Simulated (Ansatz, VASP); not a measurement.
NiO in VASP and in Ansatz

File POSCAR:

```
NiO
1.0
    0.0000000000      2.2835484600      2.2835484600
    2.2835484600      0.0000000000      2.2835484600
    2.2835484600      2.2835484600      0.0000000000
Ni O
1 1
Direct
    0.0000000000      0.0000000000      0.0000000000
    0.2500000000      0.2500000000      0.2500000000
```

The input INCAR.step1:

```
SYSTEM = NiO
PREC = Accurate ; ENCUT = 520
EDIFF = 1E-5 ; ISMEAR = -1
SIGMA = 0.05 ; LREAL = .False.
LASPH = .True. ; NELM = 150
ALGO = Normal ; ISIF = 2
LWAVE = .True. ; LCHARG = .False.
ISPIN = 2 ; MAGMOM = 1 0
LORBIT = 11 ; LMAXMIX = 4
NBANDS = 19 ; GGA = PE
```

File INCAR.step2:

```
SYSTEM = NiO
PREC = Accurate ; ENCUT = 520
EDIFF = 1E-7 ; ISMEAR = -1
SIGMA = 0.05 ; LREAL = .False.
LASPH = .True. ; NELM = 150
ALGO = Normal ; ISIF = 2
LWAVE = .False. ; LCHARG = .False.
ISPIN = 2 ; MAGMOM = 1 0
LORBIT = 11 ; LMAXMIX = 4
METAGGA = R2SCAN ; LHFCALC = .True.
AEXX = 0.25 ; LMIXTAU = .True.
PRECFOCK = Normal ; NBANDS = 19
ISTART = 1
```

KPOINTS

```
regular mesh
0
Gamma
  5 5 5
  0 0 0
```

File input:

```
crystal:
  lattice:
    - [0.0, 2.28354846, 2.28354846]
    - [2.28354846, 0.0, 2.28354846]
    - [2.28354846, 2.28354846, 0.0]
  atoms:
    - { symbol: Ni, position: [0.0, 0.0, 0.0], spin: 1.0 }
    - { symbol: O, position: [0.25, 0.25, 0.25] }
hamiltonian:
  xc: r2scan0
  pseudopotentials: { kind: paw }
magnetization:
  spin_polarized: true
kpoints:
  mp_grid: { grid: [5, 5, 5] }
scf:
  occupations: { method: fermi_dirac, width: 0.05 }
output:
  forces: true
  stress: true
  eigenvalues: true
  write_density: true
  write_potential: true
  elf: true
  volumetric_format: npy
```

Alike in both runs: task single point; functional r2SCAN0; k mesh 5 × 5 × 5; occupations fermi-dirac, width 0.05 eV; collinear spin.

|  | VASP | Ansatz |
| --- | --- | --- |
| version | VASP 6.6.1 | Ansatz 0.2.0 |
| potentials or method | VASP PAW PBE potentials, release 64 (Ni, O) | Ansatz PAW |
| plane-wave cutoff (eV) | 520 | 500 |
| valence electrons in the cell | 16 | 24 |

VASP gave:

| Item | Value |
| --- | --- |
| gap on the k mesh at the Fermi level (eV) | none |
| pressure (GPa) | -14.7 |
| net moment per atom (μB) | 1.00 |
| size of the moment on the site where the two differ most (μB) | 1.69 |

Q: Estimate Ansatz's values.

A: gap on the k mesh at the Fermi level (eV): none; pressure (GPa): -14.8; net moment per atom (μB): 1.00; size of the moment on the site where the two differ most (μB): 1.72.

VASP's potentials were made for PBE, not for r2SCAN0. Site moments also hang on the region over which each program counts them. A gap of «none» marks a metal or a gap that the smearing closes. The functional is the same, so the differences come from potentials, cutoffs and numerics. VASP's potentials hold 16 valence electrons a cell and Ansatz's 24, so a difference there can come from the potentials and not from the codes.

The k mesh is coarse, so the values compare programs but aren't converged. Noted on Ansatz's run: the magnetic or orbital state may not be the lowest.
